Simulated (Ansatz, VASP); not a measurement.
**Cd3O: VASP beside Ansatz**

```
Cd O
1.0
     3.72445   -3.46129    0.00000
     3.72445    3.46129    0.00000
     0.00000    0.00000    7.12034
Cd O
6 2
Direct
  0.69856 0.30144 0.29061
  0.30144 0.69856 0.29061
  0.30144 0.69856 0.70939
  0.69856 0.30144 0.70939
  0.23231 0.23231 0.00000
  0.76769 0.76769 0.00000
  0.00000 0.00000 0.78772
  0.00000 0.00000 0.21228
```

Alike in both runs: functional PBE; k mesh 3 × 3 × 2; occupations gaussian, width 0.2 eV; no spin polarisation.

Ansatz relaxed the structure, and its values are those at the end. VASP's run is a single point on that final structure, the one shown.

```csv
,VASP,Ansatz
version,VASP 6.6.1,Ansatz 0.2.0
potentials or method,"VASP PAW PBE potentials, release 64 (Cd, O), cutoff 520 eV","scalar-relativistic, plane waves, PAW"
valence electrons in the cell,84,132
```

```tsv
	VASP	Ansatz	Ansatz less VASP
gap on the k mesh at the Fermi level (eV)	none	none	-
pressure (GPa)	0.5	0.0	-0.55
rms of the force components (eV/Å)	0.032	0.025	-0.0068
```

A gap of «none» marks a metal or a gap that the smearing closes. With one functional, cell and mesh, what is left measures potentials, basis and numerics. VASP's potentials hold 84 valence electrons a cell and Ansatz's 132, so a difference there can come from the potentials and not from the codes.

The k mesh is coarse, so the values compare programs but aren't converged.
